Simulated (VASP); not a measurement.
Re:

```
Re
1.0
     2.76080    0.00000    0.00000
    -1.38040    2.39092    0.00000
     0.00000    0.00000    4.45820
Re
2
Direct
  0.33333 0.66667 0.25000
  0.66667 0.33333 0.75000
```

| Item | Value |
| --- | --- |
| Program | VASP 6.6.1 |
| Task | relaxation of cell and atoms |
| Functional | PBE |
| Potentials or basis | VASP PAW PBE potentials, release 64 (Re) |
| Cutoff | 600 eV |
| k mesh | 8 × 8 × 4 |
| Occupations | gaussian, width 0.05 eV |
| Spin | no spin polarisation |

At the start: pressure 6.3 GPa; volume 14.71 Å³/atom.

Q: Where does the relaxation end?

A: Over 6 steps the energy falls by 5.6 meV/atom and the volume is 14.96 Å³/atom (+1.6 %); space group P6_3/mmc (No. 194, to 0.05 Å).

The path:
```csv
step,energy change (eV),largest force (eV/Å),pressure (GPa),volume (Å³)
1,0.0000,0.0000,6.34,29.43
2,0.1378,0.0000,-21.25,31.97
3,-0.0108,0.0000,-0.50,29.95
4,-0.0108,0.0000,-0.29,29.94
5,-0.0105,0.0000,0.44,29.88
6,-0.0112,0.0000,0.00,29.91
```

Final structure:
```
Re
1.0
     2.76925    0.00000    0.00000
    -1.38462    2.39824    0.00000
     0.00000    0.00000    4.50413
Re
2
Direct
  0.33333 0.66667 0.25000
  0.66667 0.33333 0.75000
```
